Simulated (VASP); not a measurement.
TePd (spin), 4 atoms in the cell. The structure is hexagonal, space group P6_3/mmc (No. 194). The conventional cell has a = 4.152 Å, b = 4.152 Å, c = 5.672 Å, α = 90.00°, β = 90.00°, γ = 120.00°. Within 3.7 Å of Te (site symmetry -6m2) lie 6 Pd at 2.79 Å. Within 3.7 Å of Pd (site symmetry -3m) lie 6 Te at 2.79 Å and 2 Pd at 2.84 Å. 

- Program: VASP 6.6.1
- Task: single point
- Functional: PBEsol
- Potentials or basis: VASP PAW PBE potentials, release 64 (Te, Pd)
- Cutoff: 500 eV
- k mesh: 6 × 6 × 4
- Occupations: gaussian, width 0.1 eV
- Spin: collinear spin, ferromagnetic start
- Starting moments: [0.0, 0.0, 1.0, 1.0] μB
- Dipole correction: no
- Further INCAR settings: ALGO = Normal; EDIFF = 1e-06; NBANDS = 28

Potentials or basis: VASP PAW PBE potentials, release 64 (Te, Pd).

Command:

```console
$ cat potpaw_PBE.64/Te/POTCAR potpaw_PBE.64/Pd/POTCAR > POTCAR
$ mpirun -np 1 vasp_std > vasp.out
```

Hardware: 1 thread of Intel Xeon 6975P-C, on a shared host.

Problem. How long does it take, and how much memory?

Solution. Wall time 74 s on 1 thread of Intel Xeon 6975P-C (shared host), peak memory 0.25 GiB. Counts: scf iterations 13, k points 21.
